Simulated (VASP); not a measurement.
# BeS (P6_3/mmc) in VASP: a series of runs, part 2 of 2

VASP 6.6.1. The steps go on from the part before.

## 4. Relaxation of cell and atoms, PBE

This run uses another cell than the first one, of 8.57 Å³/atom, 0.691 times its volume.

The input, INCAR:

```
SYSTEM = BeS
ALGO     = Normal         ! electronic algorithm
EDIFF    = 1E-7           ! SCF threshold, eV
EDIFFG   = -0.005         ! ionic threshold
ENCUT    = 600            ! plane-wave cutoff, eV
GGA      = PE             ! functional
IBRION   = 2              ! ionic algorithm
ISIF     = 3              ! what is computed and relaxed
ISMEAR   = -1             ! smearing method
LASPH    = .True.         ! aspherical terms in the spheres
LCHARG   = .False.        ! write CHGCAR
LREAL    = .False.        ! projectors in reciprocal space
LWAVE    = .False.        ! write WAVECAR
NELM     = 60             ! most SCF steps
NSW      = 80             ! ionic steps
PREC     = Accurate       ! precision mode
SIGMA    = 0.02           ! smearing width, eV
```

The input, KPOINTS:

```
k-points
0
Gamma
  12 12 6
  0 0 0
```

The input, POSCAR:

```
BeS
1.0
    2.8953461700      0.0000000000      0.0000000000
   -1.4476730850      2.5074433360      0.0000000000
    0.0000000000      0.0000000000      4.7194142571
Be S
2 2
Direct
    0.0000000000      0.0000000000      0.0000000000
    0.0000000000      0.0000000000      0.5000000000
    0.3333333333      0.6666666667      0.2500000000
    0.6666666667      0.3333333333      0.7500000000
```

Potentials or basis: VASP PAW PBE potentials, release 64 (Be, S).

Command:

```
$ cat potpaw_PBE.64/Be/POTCAR potpaw_PBE.64/S/POTCAR > POTCAR
$ mpirun -np 1 vasp_std > vasp.out
```

OUTCAR:

```text
SYSTEM = BeS
   EDIFF = 1E-7
   EDIFFG = -0.005
   ENCUT = 600
   GGA = PE
   IBRION = 2
   ISIF = 3
   ISMEAR = -1
   LASPH = .True.
   LREAL = .False.
   NELM = 60
   NSW = 80
   PREC = Accurate

 ion  position               nearest neighbor table
   1  0.000  0.000  0.000-   3 2.05   4 2.05   4 2.05   3 2.05   4 2.05   3 2.05   2 2.36   2 2.36

   2  0.000  0.000  0.500-   3 2.05   4 2.05   4 2.05   3 2.05   4 2.05   3 2.05   1 2.36   1 2.36

   3  0.333  0.667  0.250-   1 2.05   2 2.05   1 2.05   2 2.05   1 2.05   2 2.05
   4  0.667  0.333  0.750-   1 2.05   2 2.05   1 2.05   2 2.05   1 2.05   2 2.05

  LATTYP: Found a hexagonal cell.
 ALAT       =     2.8953461700
 C/A-ratio  =     1.6300000000

  Lattice vectors:

 A1 = (   2.8953461700,   0.0000000000,   0.0000000000)
 A2 = (  -1.4476730850,   2.5074433360,   0.0000000000)
 A3 = (   0.0000000000,   0.0000000000,   4.7194142571)

Analysis of symmetry for initial positions (statically):
=====================================================================
 Subroutine PRICEL returns:
 Original cell was already a primitive cell.

 Routine SETGRP: Setting up the symmetry group for a
 hexagonal supercell.

 Subroutine GETGRP returns: Found 24 space group operations
 (whereof 12 operations were pure point group operations)
[... 140 lines left out ...]
   IMIX   =      4    mixing-type and parameters
     AMIX     =   0.40;   BMIX     =  1.00
     AMIX_MAG =   1.60;   BMIX_MAG =  1.00
  volume/ion in A,a.u.               =       8.57        57.80
  Fermi-wavevector in a.u.,A,eV,Ry     =   1.270111  2.400161 21.948664  1.613181
  Thomas-Fermi vector in A             =   2.403116
   LORBIT       =      0    0 simple, 1 ext, 2 COOP (PROOUT), +10 PAW based schemes
   GGA     = PE    functional components
   LHFCALC =     F    Hartree Fock is set to
   AEXX    =    0.0000 exact exchange contribution
   IVDW    =     0    specifies the selected vdW correction
   LEPSILON=     F    determine dielectric tensor
   LRPA    =     F    only Hartree local field effects (RPA)
 conjugate gradient relaxation of ions
 non-spin polarized calculation
  energy-cutoff  :      600.00
  volume of cell :       34.26
 maximum number of plane-waves:      1182
 NGX is ok and might be reduce to    24
   NGX = 11   NGY = 11   NGZ = 19

--------------------------------------- Ionic step        1  -------------------------------------------

 number of electron      16.0000001 magnetization

 Free energy of the ion-electron system (eV)
  ---------------------------------------------------
  ext. energy  EPLUGINS =         0.00000000
  ---------------------------------------------------
  free energy    TOTEN  =       -15.12138266 eV

  energy without entropy =      -15.12138266  energy(sigma->0) =      -15.12138266

 E-fermi :  12.5269     XC(G=0): -12.2415

 val. band max:       12.0795790597   @ k =   0.1667   0.0000   0.0000
 cond. band min:      13.0837962482   @ k =   0.3333   0.3333   0.0000
 fundamental gap:      1.0042171885
 Fermi energy:        12.5268821664
[... 956 lines left out ...]
--------------------------------------- Ionic step        7  -------------------------------------------

 number of electron      15.9999999 magnetization

 Free energy of the ion-electron system (eV)
  ---------------------------------------------------
  ext. energy  EPLUGINS =         0.00000000
  ---------------------------------------------------
  free energy    TOTEN  =       -17.96066774 eV

  energy without entropy =      -17.96066774  energy(sigma->0) =      -17.96066774

 E-fermi :   7.1399     XC(G=0): -10.6143

 val. band max:        6.7535892095   @ k =   0.0000   0.0000   0.0000
 cond. band min:       8.2065196433   @ k =   0.3333   0.3333   0.0000
 fundamental gap:      1.4529304338
 Fermi energy:         7.1399027179
[... 391 lines left out ...]
  FREE ENERGIE OF THE ION-ELECTRON SYSTEM (eV)
  ---------------------------------------------------
  free  energy   TOTEN  =       -17.9606677427 eV

  energy  without entropy=      -17.9606677427  energy(sigma->0) =      -17.96066774

 reached required accuracy - stopping structural energy minimisation
```

OSZICAR:

```text
N       E                     dE             d eps       ncg     rms          rms(c)
DAV:   1     0.751934373806E+02    0.75193E+02   -0.85320E+03  1824   0.137E+03
[... 68 lines left out ...]
DAV:   2    -0.179606981050E+02    0.26096E-03   -0.53880E-04  1988   0.177E-01    0.555E-02
DAV:   3    -0.179606657050E+02    0.32400E-04   -0.17592E-04  2064   0.800E-02    0.209E-02
DAV:   4    -0.179606659865E+02   -0.28153E-06   -0.57221E-06  2148   0.176E-02    0.147E-02
DAV:   5    -0.179606677461E+02   -0.17596E-05   -0.16481E-06  2068   0.915E-03    0.463E-03
DAV:   6    -0.179606676347E+02    0.11136E-06   -0.18190E-07  1268   0.286E-03    0.202E-03
DAV:   7    -0.179606677590E+02   -0.12422E-06   -0.36196E-08  1008   0.138E-03    0.103E-03
DAV:   8    -0.179606677427E+02    0.16298E-07   -0.27735E-09   964   0.580E-04
   7 F= -.17960668E+02 E0= -.17960668E+02  d E =-.680507E-04
```

CONTCAR:

```text
BeS
   1.00000000000000
     3.2990490442846050   -0.0000000000000000   -0.0000000000000000
    -1.6495245221423025    2.8570602807238692    0.0000000000000000
    -0.0000000000000000    0.0000000000000000    5.2450184025487836
  Be              S
     2     2
Direct
     1.0000000000000000    0.0000000000000000    0.0000000000000000
     0.0000000000000000    0.0000000000000000    0.5000000000000000
     0.3333333332999970    0.6666666667000030    0.2500000000000000
     0.6666666667000030    0.3333333332999970    0.7500000000000000

  0.00000000E+00  0.00000000E+00  0.00000000E+00
  0.00000000E+00  0.00000000E+00  0.00000000E+00
  0.00000000E+00  0.00000000E+00  0.00000000E+00
  0.00000000E+00  0.00000000E+00  0.00000000E+00
```

Wall time 1.9 min (1 thread of Intel Xeon 6975P-C, shared host); peak memory 0.18 GiB.

Results:

```
Free energy                            : -17.9607 eV
Relaxed volume                         : 12.36 Å³/atom
Relaxed cell                           : a = 3.299 Å, b = 3.299 Å, c = 5.245 Å, α = 90.00°, β = 90.00°, γ = 120.00°
Space group after relaxing (to 0.05 Å) : P6_3/mmc (No. 194)
Energy gained by relaxing              : 709.8 meV/atom
Ionic steps                            : 7
Pressure after relaxing                : 0.0 GPa
Band gap on the k mesh                 : 1.45 eV, indirect (least direct gap 3.43 eV)
```

The path:
```tsv
step	energy change (eV)	largest force (eV/Å)	pressure (GPa)	volume (Å³)
1	0.0000	0.0000	79.73	34.26
2	-2.2798	0.0000	-14.46	60.04
3	-2.8362	0.0000	0.47	49.25
4	-2.8365	0.0000	-0.27	49.59
5	-2.8390	0.0000	-0.24	49.57
6	-2.8392	0.0000	-0.22	49.56
7	-2.8393	0.0000	0.05	49.44
```

Final structure:
```
Be S
1.0
     3.29905    0.00000    0.00000
    -1.64952    2.85706    0.00000
     0.00000    0.00000    5.24502
Be S
2 2
Direct
  0.00000 0.00000 0.00000
  0.00000 0.00000 0.50000
  0.33333 0.66667 0.25000
  0.66667 0.33333 0.75000
```

Caveat: the volume moved by over 15 % at a fixed basis, so the end points are rough.

## 5. Relaxation of cell and atoms, PBEsol

The input, INCAR:

```
SYSTEM = BeS
  ALGO = Normal
  EDIFF = 1E-6
  EDIFFG = -0.005
  ENCUT = 600
  GGA = PS
  IBRION = 2
  ISIF = 3
  ISMEAR = -1
  LASPH = .TRUE.
  LCHARG = .FALSE.
  LREAL = .FALSE.
  LWAVE = .FALSE.
  NELM = 100
  NSW = 80
  PREC = Accurate
  SIGMA = 0.02
```

The input, KPOINTS:

```
k-points
0
G
  12 12 4
  0 0 0
```

The input, POSCAR:

```
BeS
1.0
    3.3004838062      0.0000000000      0.0000000000
   -1.6502419031      2.8583028210      0.0000000000
    0.0000000000      0.0000000000      5.2469311268
Be S
2 2
Direct
    0.0000000000      0.0000000000      0.0000000000
    0.0000000000      0.0000000000      0.5000000000
    0.3333333333      0.6666666667      0.2500000000
    0.6666666667      0.3333333333      0.7500000000
```

Potentials or basis: VASP PAW PBE potentials, release 64 (Be, S).

Command:

```
$ cat potpaw_PBE.64/Be/POTCAR potpaw_PBE.64/S/POTCAR > POTCAR
$ mpirun -np 1 vasp_std > vasp.out
```

OUTCAR:

```text
SYSTEM = BeS
   EDIFF = 1E-6
   EDIFFG = -0.005
   ENCUT = 600
   GGA = PS
   IBRION = 2
   ISIF = 3
   ISMEAR = -1
   LASPH = .TRUE.
   LREAL = .FALSE.
   NELM = 100
   NSW = 80
   PREC = Accurate

 ion  position               nearest neighbor table
   1  0.000  0.000  0.000-   3 2.31   4 2.31   4 2.31   3 2.31   4 2.31   3 2.31
   2  0.000  0.000  0.500-   3 2.31   4 2.31   4 2.31   3 2.31   4 2.31   3 2.31
   3  0.333  0.667  0.250-   1 2.31   2 2.31   1 2.31   2 2.31   1 2.31   2 2.31
   4  0.667  0.333  0.750-   1 2.31   2 2.31   1 2.31   2 2.31   1 2.31   2 2.31

  LATTYP: Found a hexagonal cell.
 ALAT       =     3.3004838062
 C/A-ratio  =     1.5897460599

  Lattice vectors:

 A1 = (   3.3004838062,   0.0000000000,   0.0000000000)
 A2 = (  -1.6502419031,   2.8583028210,   0.0000000000)
 A3 = (   0.0000000000,   0.0000000000,   5.2469311268)

Analysis of symmetry for initial positions (statically):
[... 270 lines left out ...]
 fundamental gap:      1.4099108250
 Fermi energy:         7.4211562894

 k-point     1 :       0.0000    0.0000    0.0000
  band No.  band energies     occupation
      1      -8.4611      2.00000
      2      -5.9829      2.00000
      3      -0.4528      2.00000
      4       6.1774      2.00000
      5       6.1774      2.00000
      6       6.2084      2.00000
      7       6.2084      2.00000
      8       7.0169      2.00000
      9      10.4189      0.00000
     10      12.0105      0.00000
     11      12.7321      0.00000
     12      12.7321      0.00000
[... 331 lines left out ...]
 k-point    24 :       0.3333    0.0000    0.2500
  band No.  band energies     occupation
      1      -6.8661      2.00000
      2      -5.5087      2.00000
      3       0.4733      2.00000
      4       1.8636      2.00000
      5       2.3142      2.00000
      6       4.0692      2.00000
      7       5.5649      2.00000
      8       5.8800      2.00000
      9       9.9215      0.00000
     10      10.8589      0.00000
     11      11.7502      0.00000
     12      12.3101      0.00000

 [... further k-points ...]
[... 5 lines left out ...]
  --------------------------------------------------------------------------------------
  -------------------------------------------------------------------------------------
  Total       -0.0087022     -0.0087022      0.0190841      0.0000000      0.0000000      0.0000000
  in kB       -0.2885748     -0.2885748      0.6328489      0.0000000      0.0000000      0.0000000
  external PRESSURE =       0.0185664 kB  Pullay stress =       0.0000000 kB
[... 19 lines left out ...]
  FREE ENERGIE OF THE ION-ELECTRON SYSTEM (eV)
  ---------------------------------------------------
  free  energy   TOTEN  =       -19.3393502543 eV

  energy  without entropy=      -19.3393502543  energy(sigma->0) =      -19.33935025

 reached required accuracy - stopping structural energy minimisation
```

Wall time 62 s (1 thread of Intel Xeon 6975P-C, shared host); peak memory 0.2 GiB.

Results:

```
Free energy                            : -19.3394 eV
Relaxed volume                         : 12.08 Å³/atom
Relaxed cell                           : a = 3.273 Å, b = 3.273 Å, c = 5.208 Å, α = 90.00°, β = 90.00°, γ = 120.00°
Space group after relaxing (to 0.05 Å) : P6_3/mmc (No. 194)
Energy gained by relaxing              : 2.5 meV/atom
Ionic steps                            : 3
Pressure after relaxing                : 0.0 GPa
Band gap on the k mesh                 : 1.41 eV, indirect (least direct gap 3.40 eV)
```

The path:
```tsv
step	energy change (eV)	largest force (eV/Å)	pressure (GPa)	volume (Å³)
1	0.0000	0.0000	-2.64	49.50
2	-0.0095	0.0000	0.64	48.05
3	-0.0100	0.0000	0.00	48.32
```

Final structure:
```yaml
crystal:
  lattice:
    - [3.27299, 0.00000, 0.00000]
    - [-1.63649, 2.83449, 0.00000]
    - [0.00000, 0.00000, 5.20791]
  atoms:
    - { symbol: Be, position: [0.00000, 0.00000, 0.00000] }
    - { symbol: Be, position: [0.00000, 0.00000, 0.50000] }
    - { symbol: S, position: [0.33333, 0.66667, 0.25000] }
    - { symbol: S, position: [0.66667, 0.33333, 0.75000] }
```

Levels at points of the mesh, in eV from the valence-band top:
```
           k point  band 6  band 7  band 8  band 9  band 10  band 11
(0.00, 0.00, 0.00)   -0.81   -0.81    0.00    3.40     4.99     5.72
(0.50, 0.00, 0.00)   -3.59   -2.82   -0.67    2.93     3.76     3.81
(0.00, 0.00, 0.50)   -0.73   -0.73   -0.73    4.33     4.33     5.10
(0.50, 0.00, 0.50)   -2.54   -2.35   -2.35    3.10     3.10     4.29
```

Caveat: the PAW data sets were made with another functional, which shifts forces and pressure a little. A k mesh can miss the band edges.

## 6. Relaxation of cell and atoms, LDA

The input, INCAR:

```
SYSTEM = BeS
PREC = Accurate ; ENCUT = 600
EDIFF = 1E-6 ; ISMEAR = -1
SIGMA = 0.02 ; LREAL = .FALSE.
LASPH = .TRUE. ; NELM = 60
ALGO = Normal ; ISIF = 3
LWAVE = .FALSE. ; LCHARG = .FALSE.
GGA = CA ; IBRION = 2
NSW = 80 ; EDIFFG = -0.005
```

The input, KPOINTS:

```
Automatic mesh
0
G
  12 12 4
  0 0 0
```

POSCAR is that of step 5.

Potentials or basis: VASP PAW LDA potentials, release 64 (Be, S).

Command:

```
$ cat potpaw_LDA.64/Be/POTCAR potpaw_LDA.64/S/POTCAR > POTCAR
$ mpirun -np 1 vasp_std > vasp.out
```

Run time: 50 s. Hardware: 1 thread of Intel Xeon 6975P-C, shared host; peak memory 0.17 GiB.

Results (log left out):

| Item | Value |
| --- | --- |
| Free energy | -20.4219 eV |
| Relaxed volume | 11.80 Å³/atom |
| Relaxed cell | a = 3.248 Å, b = 3.248 Å, c = 5.167 Å, α = 90.00°, β = 90.00°, γ = 120.00° |
| Space group after relaxing (to 0.05 Å) | P6_3/mmc (No. 194) |
| Energy gained by relaxing | 9.6 meV/atom |
| Ionic steps | 3 |
| Pressure after relaxing | 0.0 GPa |
| Band gap on the k mesh | 1.42 eV, indirect (least direct gap 3.42 eV) |

The path:
```
step  energy change (eV)  largest force (eV/Å)  pressure (GPa)  volume (Å³)
   1              0.0000                0.0000           -5.19        49.50
   2             -0.0362                0.0000            1.38        46.68
   3             -0.0385                0.0000            0.00        47.21
```

Final structure:
```
Be S
1.0
     3.24809    0.00000    0.00000
    -1.62404    2.81292    0.00000
     0.00000    0.00000    5.16685
Be S
2 2
Direct
  0.00000 0.00000 0.00000
  0.00000 0.00000 0.50000
  0.33333 0.66667 0.25000
  0.66667 0.33333 0.75000
```

Levels at points of the mesh, in eV from the valence-band top:
```csv
k point,band 4,band 5,band 6,band 7,band 8,band 9,band 10,band 11,band 12
"(0.00, 0.00, 0.00)",-0.88,-0.88,-0.82,-0.82,0.00,3.42,5.24,5.68,5.68
"(0.50, 0.00, 0.00)",-6.27,-5.28,-3.69,-2.87,-0.67,2.89,3.69,3.75,4.05
"(0.00, 0.00, 0.50)",-4.15,-0.75,-0.75,-0.75,-0.75,4.39,4.39,5.02,5.02
"(0.50, 0.00, 0.50)",-7.55,-2.61,-2.61,-2.39,-2.39,3.12,3.12,4.25,4.25
```

A k mesh can miss the band edges. Expect the measured gap to be larger: semilocal functionals such as LDA lack the derivative discontinuity.

## 7. The runs side by side

| task | level | potentials or basis | cell | k mesh | cutoff (eV) | smearing | gap on the mesh (eV) | pressure (GPa) | relaxed volume (Å³/atom) |
| --- | --- | --- | --- | --- | --- | --- | --- | --- | --- |
| single point | r2SCAN | VASP PAW PBE potentials, release 64 (Be, S) | a = 3.300, b = 3.300, c = 5.255 Å, angles 90.0, 90.0, 120.0°, 4 atoms | 12 × 12 × 4 | 520 | fermi-dirac 0.02 eV | 1.81 | -0.1 | - |
| single point | r2SCAN | VASP PAW PBE potentials, release 64 (Be, S) | a = 3.300, b = 3.300, c = 5.255 Å, angles 90.0, 90.0, 120.0°, 4 atoms | 12 × 12 × 6 | 520 | gaussian 0.01 eV | 1.81 | -0.1 | - |
| relaxation of cell and atoms | PBE | VASP PAW PBE potentials, release 64 (Be, S) | relaxed from a = 2.895, b = 2.895, c = 4.719 Å, angles 90.0, 90.0, 120.0°, 4 atoms | 12 × 12 × 6 | 600 | fermi-dirac 0.02 eV | 1.45 | 0.0 | 12.36 |
| relaxation of cell and atoms | PBEsol | VASP PAW PBE potentials, release 64 (Be, S) | relaxed from a = 3.300, b = 3.300, c = 5.247 Å, angles 90.0, 90.0, 120.0°, 4 atoms | 12 × 12 × 4 | 600 | fermi-dirac 0.02 eV | 1.41 | 0.0 | 12.08 |
| relaxation of cell and atoms | LDA | VASP PAW LDA potentials, release 64 (Be, S) | relaxed from a = 3.300, b = 3.300, c = 5.247 Å, angles 90.0, 90.0, 120.0°, 4 atoms | 12 × 12 × 4 | 600 | fermi-dirac 0.02 eV | 1.42 | 0.0 | 11.80 |

Alike in all rows: no spin polarisation.

Caveats: the PAW data sets were made with another functional, which shifts forces and pressure a little (some runs); the volume moved by over 15 % at a fixed basis, so the end points are rough (some runs).

Absolute energies hang on the potentials; compare differences alone.
